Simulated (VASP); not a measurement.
Set up this calculation in VASP 6.6.1, as the native input.

```
Task                   : single point
Functional             : PBEsol
Potentials or basis    : VASP PAW PBE potentials, release 64 (Cu, I)
Cutoff                 : 520 eV
k mesh                 : 6 × 6 × 4
Occupations            : gaussian, width 0.01 eV
Spin                   : non-collinear spin, zero start, spin-orbit coupling
Starting moments       : [[0.0, 0.0, 0.0], [0.0, 0.0, 0.0], [0.0, 0.0, 0.0], [0.0, 0.0, 0.0]] μB
Dipole correction      : no
Further INCAR settings : ALGO = Normal; EDIFF = 1e-06; NBANDS = 50
```

The structure of CuI lies in POSCAR:

```
CuI
1.0
    4.0054046211      0.0000000000      0.0000000000
    0.0000000000      4.0054046211      0.0000000000
    0.0000000000      0.0000000000      6.4739748528
Cu I
2 2
Direct
    0.0000000000      0.0000000000      0.0000000000
    0.5000000000      0.5000000000      0.0000000000
    0.0000000000      0.5000000000      0.2614660850
    0.5000000000      0.0000000000      0.7385339150
```

One way to write it, as run:

INCAR

```
PREC = Accurate
ENCUT = 520
EDIFF = 1E-6
ISMEAR = 0
SIGMA = 0.01
LREAL = False
LASPH = True
NELM = 150
ALGO = Normal
ISIF = 2
LWAVE = False
LCHARG = False
LNONCOLLINEAR = True
MAGMOM = 0 0 0 0 0 0 0 0 0 0 0 0
LORBIT = 11
LSORBIT = True
GGA_COMPAT = False
LORBMOM = True
LMAXMIX = 4
GGA = PS
NBANDS = 50
```

KPOINTS

```
regular mesh
0
Gamma
  6 6 4
```

Potentials or basis: VASP PAW PBE potentials, release 64 (Cu, I).

Launch:

```bash
$ cat potpaw_PBE.64/Cu/POTCAR potpaw_PBE.64/I/POTCAR > POTCAR
$ mpirun -np 1 vasp_ncl > vasp.out
```

It gave:

```json
{
 "Pressure": "0.2 GPa",
 "Largest force": "0.051 eV/Å",
 "Net moment": "0.00 μB per cell",
 "Valence electrons inside the program's atomic spheres": "Cu 9.95; I 4.30"
}
```

Caveat: the PAW data sets were made with another functional, which shifts forces and pressure a little; this functional lacks dispersion, which binds layers or chains, so the pressure and a relaxed spacing across them are unreliable.

It took 5.4 min on 1 thread of Intel(R) Xeon(R) Platinum 8259CL CPU @ 2.50GHz (Skylake/Cascade Lake) (shared host), peak memory 0.5 GiB.
